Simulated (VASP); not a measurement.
# Rh (Fm-3m) in VASP: notebook, part 2 of 2

VASP 6.6.1. The steps go on from the part before.

## Step 3: Single point, PBEsol

INCAR reads:

```
SYSTEM = Rh
PREC = Accurate
ENCUT = 520
EDIFF = 1E-6
ISMEAR = -1
SIGMA = 0.1
LREAL = .False.
LASPH = .True.
NELM = 80
ALGO = Normal
ISIF = 2
LWAVE = .False.
LCHARG = .True.
GGA = PS
LELF = .True.
LVHAR = .True.
NBANDS = 14
```

KPOINTS reads:

```
regular mesh
0
Gamma
  14 14 14
  0 0 0
```

POSCAR reads:

```
Rh
1.0
    0.0000000000      1.8908407741      1.8908407741
    1.8908407741      0.0000000000      1.8908407741
    1.8908407741      1.8908407741      0.0000000000
Rh
1
Direct
    0.0000000000      0.0000000000      0.0000000000
```

Potentials or basis: VASP PAW PBE potentials, release 64 (Rh_pv).

On the command line:

```sh
> cat potpaw_PBE.64/Rh_pv/POTCAR > POTCAR
> mpirun -np 1 vasp_std > vasp.out
```

OUTCAR:

```text
SYSTEM = Rh
   PREC = Accurate
   ENCUT = 520
   EDIFF = 1E-6
   ISMEAR = -1
   LREAL = .False.
   LASPH = .True.
   NELM = 80
   ISIF = 2
   GGA = PS

 ion  position               nearest neighbor table
   1  0.000  0.000  0.000-

  LATTYP: Found a face centered cubic cell.
 ALAT       =     3.7816815482

  Lattice vectors:

 A1 = (   0.0000000000,   1.8908407741,   1.8908407741)
 A2 = (   1.8908407741,   0.0000000000,   1.8908407741)
 A3 = (   1.8908407741,   1.8908407741,   0.0000000000)

Analysis of symmetry for initial positions (statically):
=====================================================================
 Subroutine PRICEL returns:
 Original cell was already a primitive cell.

 Routine SETGRP: Setting up the symmetry group for a
 face centered cubic supercell.

 Subroutine GETGRP returns: Found 48 space group operations
 (whereof 48 operations were pure point group operations)
 out of a pool of 48 trial point group operations.

The static configuration has the point symmetry O_h .

Analysis of symmetry for dynamics (positions and initial velocities):
=====================================================================
 Subroutine PRICEL returns:
 Original cell was already a primitive cell.

 Routine SETGRP: Setting up the symmetry group for a
 face centered cubic supercell.

 Subroutine GETGRP returns: Found 48 space group operations
 (whereof 48 operations were pure point group operations)
 out of a pool of 48 trial point group operations.

The dynamic configuration has the point symmetry O_h .

 Subroutine INISYM returns: Found 48 space group operations
 (whereof 48 operations are pure point group operations),
 and found     1 'primitive' translations

----------------------------------------------------------------------------------------

                                     Primitive cell

  volume of cell :      13.5206

  direct lattice vectors                    reciprocal lattice vectors
     0.000000000  1.890840774  1.890840774    -0.264432631  0.264432631  0.264432631
     1.890840774  0.000000000  1.890840774     0.264432631 -0.264432631  0.264432631
     1.890840774  1.890840774  0.000000000     0.264432631  0.264432631 -0.264432631

  length of vectors
     2.674052667  2.674052667  2.674052667     0.458010751  0.458010751  0.458010751

  position of ions in fractional coordinates (direct lattice)
     0.000000000  0.000000000  0.000000000

  ion indices of the primitive-cell ions
   primitive index   ion index
                 1           1

----------------------------------------------------------------------------------------

 KPOINTS: regular mesh

Automatic generation of k-mesh.
 Grid dimensions read from file:
 generate k-points for:   14   14   14

 Generating k-lattice:

  Cartesian coordinates                     Fractional coordinates (reciprocal lattice)
    -0.018888045  0.018888045  0.018888045     0.071428571  0.000000000  0.000000000
     0.018888045 -0.018888045  0.018888045     0.000000000  0.071428571  0.000000000
     0.018888045  0.018888045 -0.018888045     0.000000000  0.000000000  0.071428571

  Length of vectors
     0.032715054  0.032715054  0.032715054

  Shift w.r.t. Gamma in fractional coordinates (k-lattice)
     0.000000000  0.000000000  0.000000000

 Subroutine IBZKPT returns following result:
 ===========================================

 Found    104 irreducible k-points:

 Following reciprocal coordinates:
            Coordinates               Weight
  0.000000  0.000000  0.000000      1.000000
  0.071429  0.000000  0.000000      8.000000
  0.142857  0.000000  0.000000      8.000000
  0.214286  0.000000  0.000000      8.000000
  0.285714  0.000000  0.000000      8.000000
  0.357143  0.000000  0.000000      8.000000
[... 16 lines left out ...]
  0.214286  0.142857  0.000000     24.000000
  0.285714  0.142857  0.000000     24.000000
 [... further k-points ...]
   k-points           NKPTS =    104   k-points in BZ     NKDIM =    104   number of bands    NBANDS=     14
   number of dos      NEDOS =    301   number of ions     NIONS =      1
   total plane-waves  NPLWV =   8000
   dimension x,y,z NGX =    20 NGY =   20 NGZ =   20
   dimension x,y,z NGXF=    40 NGYF=   40 NGZF=   40
   ions per type =               1
   NGX,Y,Z   is equivalent  to a cutoff of  12.43, 12.43, 12.43 a.u.
   NGXF,Y,Z  is equivalent  to a cutoff of  24.87, 24.87, 24.87 a.u.
 SYSTEM =  Rh
   PREC   = accura    normal or accurate (medium, high low for compatibility)
   ISTART =      0    job   : 0-new  1-cont  2-samecut
   ICHARG =      2    charge: 1-file 2-atom 10-const
   ISPIN  =      1    spin polarized calculation?
   LNONCOLLINEAR =      F non collinear calculations
   LSORBIT =      F    spin-orbit coupling
   LASPH  =      T    aspherical Exc in radial PAW
   ENCUT  =  520.0 eV  38.22 Ry    6.18 a.u.   4.97  4.97  4.97*2*pi/ulx,y,z
   NELM   =     80;   NELMIN=  2; NELMDL= -5     # of ELM steps
   EDIFF  = 0.1E-05   stopping-criterion for ELM
   LREAL  =      F    real-space projection
   EDIFFG = 0.1E-04   stopping-criterion for IOM
   NSW    =      0    number of steps for IOM
   IBRION =     -1    ionic relax: 0-MD 1-quasi-New 2-CG
   NFREE  =      0    steps in history (QN), initial steepest desc. (CG)
   ISIF   =      2    stress and relaxation
   ISYM   =      2    0-nonsym 1-usesym 2-fastsym
   POTIM  = 0.5000    time-step for ionic-motion
   TEBEG  =    0.0;   TEEND  =   0.0 temperature during run
   PSTRESS=    0.0 pullay stress
   NELECT =      15.0000    total number of electrons
   NUPDOWN=      -1.0000    fix difference up-down
   EMIN   =  10.00;   EMAX   =-10.00  energy-range for DOS
   EFERMI =   0.00;   METHOD = LEGACY
   ISMEAR =    -1;   SIGMA  =   0.10  broadening in eV -4-tet -1-fermi 0-gaus
   EFERMI_NEDOS =   21; number of points for ismear=-14 and -15
   IALGO  =     38    algorithm
   IMIX   =      4    mixing-type and parameters
     AMIX     =   0.40;   BMIX     =  1.00
     AMIX_MAG =   1.60;   BMIX_MAG =  1.00
  volume/ion in A,a.u.               =      13.52        91.24
  Fermi-wavevector in a.u.,A,eV,Ry     =   1.694755  3.202623 39.078585  2.872195
  Thomas-Fermi vector in A             =   2.775923
   LORBIT       =      0    0 simple, 1 ext, 2 COOP (PROOUT), +10 PAW based schemes
   GGA     = PS    functional components
   LHFCALC =     F    Hartree Fock is set to
   AEXX    =    0.0000 exact exchange contribution
   IVDW    =     0    specifies the selected vdW correction
   LEPSILON=     F    determine dielectric tensor
   LRPA    =     F    only Hartree local field effects (RPA)
 non-spin polarized calculation
  energy-cutoff  :      520.00
  volume of cell :       13.52
 maximum number of plane-waves:       378
   NGX =  9   NGY =  9   NGZ =  9

 number of electron      15.0000007 magnetization

 Free energy of the ion-electron system (eV)
  ---------------------------------------------------
  ext. energy  EPLUGINS =         0.00000000
  ---------------------------------------------------
  free energy    TOTEN  =        -8.15748841 eV

  energy without entropy =       -8.11597620  energy(sigma->0) =       -8.13673230

 E-fermi :  12.0599     XC(G=0): -14.3252

 val. band max:       12.0452259437   @ k =   0.3571   0.0714   0.0000
 cond. band min:      12.0661093766   @ k =   0.4286   0.2857   0.0714
 fundamental gap:      0.0208834329
 Fermi energy:        12.0599065103

 k-point     1 :       0.0000    0.0000    0.0000
  band No.  band energies     occupation
      1     -34.2889      2.00000
      2     -34.2889      2.00000
      3     -34.2889      2.00000
      4       3.8858      2.00000
      5       8.8939      2.00000
      6       8.8939      2.00000
      7       8.8939      2.00000
      8      11.0630      1.99991
      9      11.0630      1.99991
     10      27.9847      0.00000
     11      32.4021      0.00000
     12      33.5305      0.00000
     13      33.5305      0.00000
     14      33.5305      0.00000
[... 375 lines left out ...]
 k-point    24 :       0.2857    0.1429    0.0000
  band No.  band energies     occupation
      1     -34.6810      2.00000
      2     -34.3973      2.00000
      3     -34.3889      2.00000
      4       6.1797      2.00000
      5       7.8481      2.00000
      6       9.2524      2.00000
      7       9.8300      2.00000
      8      11.1180      1.99984
      9      11.8081      1.85081
     10      28.1103      0.00000
     11      30.5173      0.00000
     12      32.4006      0.00000
     13      32.8576      0.00000
     14      34.0834      0.00000

 [... further k-points ...]

------------------------ aborting loop because EDIFF is reached ----------------------------------------

  FORCE on cell =-STRESS in cart. coord.  units (eV):
  Direction    XX          YY          ZZ          XY          YZ          ZX
  --------------------------------------------------------------------------------------
  -------------------------------------------------------------------------------------
  Total       -0.0075360     -0.0075360     -0.0075360      0.0000000      0.0000000     -0.0000000
  in kB       -0.8930104     -0.8930104     -0.8930104      0.0000000      0.0000000     -0.0000000
  external PRESSURE =      -0.8930104 kB  Pullay stress =       0.0000000 kB

 VOLUME and BASIS-vectors are now :
 -----------------------------------------------------------------------------
  energy-cutoff  :      520.00
  volume of cell :       13.52
      direct lattice vectors                 reciprocal lattice vectors
     0.000000000  1.890840774  1.890840774    -0.264432631  0.264432631  0.264432631
     1.890840774  0.000000000  1.890840774     0.264432631 -0.264432631  0.264432631
     1.890840774  1.890840774  0.000000000     0.264432631  0.264432631 -0.264432631

 POSITION                                       TOTAL-FORCE (eV/Angst)
 -----------------------------------------------------------------------------------
      0.00000      0.00000      0.00000         0.000000      0.000000     -0.000000
 -----------------------------------------------------------------------------------
    total drift:                                0.000000      0.000000      0.000000

  FREE ENERGIE OF THE ION-ELECTRON SYSTEM (eV)
  ---------------------------------------------------
  free  energy   TOTEN  =        -8.1574884073 eV

  energy  without entropy=       -8.1159761971  energy(sigma->0) =       -8.13673230
```

OSZICAR:

```text
N       E                     dE             d eps       ncg     rms          rms(c)
DAV:   1     0.120012045679E+03    0.12001E+03   -0.87201E+03  2926   0.114E+03
DAV:   2    -0.724298792831E+01   -0.12726E+03   -0.12167E+03  3218   0.343E+02
DAV:   3    -0.877965409976E+01   -0.15367E+01   -0.15334E+01  3494   0.414E+01
DAV:   4    -0.878515158025E+01   -0.54975E-02   -0.54973E-02  3328   0.255E+00
DAV:   5    -0.878519777835E+01   -0.46198E-04   -0.46200E-04  3476   0.206E-01    0.115E+01
DAV:   6    -0.818386782058E+01    0.60133E+00   -0.98471E-01  3062   0.138E+01    0.365E+00
DAV:   7    -0.816232244078E+01    0.21545E-01   -0.21516E-02  3356   0.178E+00    0.168E+00
DAV:   8    -0.815772861236E+01    0.45938E-02   -0.47400E-03  3086   0.950E-01    0.246E-01
DAV:   9    -0.815748319943E+01    0.24541E-03   -0.21306E-04  3038   0.207E-01    0.279E-02
DAV:  10    -0.815748817266E+01   -0.49732E-05   -0.25272E-06  3272   0.179E-02    0.569E-03
DAV:  11    -0.815748840728E+01   -0.23462E-06   -0.44434E-07  1582   0.941E-03
   1 F= -.81574884E+01 E0= -.81367323E+01  d E =-.415122E-01
```

stdout:

```text
POSCAR found type information on POSCAR Rh
 POSCAR found :  1 types and       1 ions
 scaLAPACK will be used
 -----------------------------------------------------------------------------
|                                                                             |
|                                                                             |
|     You enforced a specific xc type in the INCAR file but a different       |
|     I HOPE YOU KNOW WHAT YOU ARE DOING!                                     |
|                                                                             |
 -----------------------------------------------------------------------------

 LDA part: xc-table for (Slater+PW92), standard interpolation
 POSCAR, INCAR and KPOINTS ok, starting setup
 FFT: planning ... GRIDC
 FFT: planning ... GRID_SOFT
 FFT: planning ... GRID
 WAVECAR not read
 entering main loop
```

It took 22 s on 1 thread of Intel Xeon 8259CL, shared host; peak memory 0.14 GiB.

Results:

```yaml
Free_energy: -8.1575 eV
Pressure: -0.1 GPa
```

Caveat: the PAW data sets were made with another functional, which shifts forces and pressure a little.

## Step 4: Single point, PBEsol

INCAR reads:

```
PREC = Accurate ; ENCUT = 520
EDIFF = 1E-6 ; ISMEAR = -1
SIGMA = 0.1 ; LREAL = F
LASPH = T ; NELM = 80
ALGO = Normal ; ISIF = 2
LWAVE = F ; LCHARG = T
GGA = PS ; LELF = T
LVHAR = T ; NBANDS = 14
```

KPOINTS reads:

```
regular mesh
0
Gamma
  23 23 23
```

POSCAR is that of step 3.

On the command line:

```sh
> cat potpaw_PBE.64/Rh_pv/POTCAR > POTCAR
> mpirun -np 1 vasp_std > vasp.out
```

It took 73 s on 1 thread of Intel Xeon 8259CL, shared host; peak memory 0.17 GiB.

Results (log left out):

```yaml
Free_energy: -8.1587 eV
Pressure: -0.1 GPa
```

Levels at points of the mesh, in eV from the Fermi level:
| k point | band 3 | band 4 | band 5 | band 6 | band 7 | band 8 | band 9 | band 10 | band 11 | band 12 |
| --- | --- | --- | --- | --- | --- | --- | --- | --- | --- | --- |
| (0.00, 0.00, 0.00) | -46.35 | -8.17 | -3.17 | -3.17 | -3.17 | -1.00 | -1.00 | 15.93 | 20.33 | 21.47 |

Caveat: the PAW data sets were made with another functional, which shifts forces and pressure a little.

## Step 5: Overview

```tsv
spin	cell	k mesh	smearing	gap on the mesh (eV)	pressure (GPa)
collinear, ferromagnetic start	a = 2.673 Å, angles 60.0°, 1 atom	14 × 14 × 14	fermi-dirac 0.05 eV	none	-0.1
off	a = 2.674 Å, angles 60.0°, 1 atom	14 × 14 × 14	fermi-dirac 0.1 eV	none	-0.1
off	a = 2.674 Å, angles 60.0°, 1 atom	23 × 23 × 23	fermi-dirac 0.1 eV	none	-0.1
```

Alike in all rows: task single point; level PBEsol; potentials or basis VASP PAW PBE potentials, release 64 (Rh_pv); cutoff (eV) 520.

Every run on the cell as given and a fine mesh finds a metal.

Caveats: the PAW data sets were made with another functional, which shifts forces and pressure a little.

Total energies depend on the potentials used, so only differences within one code and one set of settings carry meaning.
